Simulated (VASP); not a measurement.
**WS2: single point with PBEsol**

WS2, a slab with vacuum:

```xyz
9
Lattice="3.1830 0.0000 0.0000 -1.5915 2.7565 0.0000 0.0000 0.0000 28.5322" Properties=species:S:1:pos:R:3 pbc="T T T"
W     1.5915    0.9188   18.8109
W     0.0000    1.8377   25.2662
W     0.0000    1.8377   12.3933
S     1.5915    0.9188   26.8256
S     1.5915    0.9188   13.9531
S     0.0000    1.8377   20.3706
S     1.5915    0.9188   23.7059
S     1.5915    0.9188   10.8340
S     0.0000    1.8377   17.2513
```

```yaml
Program: VASP 6.6.1
Task: single point
Functional: PBEsol
Potentials_or_basis: VASP PAW PBE potentials, release 64 (W_sv, S)
Cutoff: 520 eV
k_mesh: 12 × 12 × 1
Occupations: gaussian, width 0.02 eV
Spin: no spin polarisation
```

```json
{
 "Largest force": "0.100 eV/Å",
 "Band gap on the k mesh": "1.34 eV (least direct gap 1.75 eV)"
}
```

Forces in eV/Å, atoms in the order of the input:
```
W    0.000  0.000  0.004
W    0.000  0.000 -0.002
W    0.000  0.000 -0.007
S    0.000  0.000 -0.100
S    0.000  0.000 -0.082
S    0.000  0.000 -0.080
S    0.000  0.000  0.089
S    0.000  0.000  0.099
S    0.000  0.000  0.079
```

Levels at points of the mesh, in eV from the valence-band top:
```
           k point  band 37  band 38  band 39  band 40  band 41  band 42
(0.00, 0.00, 0.00)    -0.70    -0.30     0.00     2.45     2.45     2.45
(0.50, 0.00, 0.00)    -1.43    -1.38    -1.35     2.39     2.40     2.41
```

Run time: 3.8 min on 1 thread of AMD EPYC 9R45 96-Core Processor (Zen 5), with other jobs on the host, peak memory 0.41 GiB.

Caveat: the PAW data sets were made with another functional, which shifts forces and pressure a little; spin-orbit coupling is left out, which moves the levels of the heavy elements.
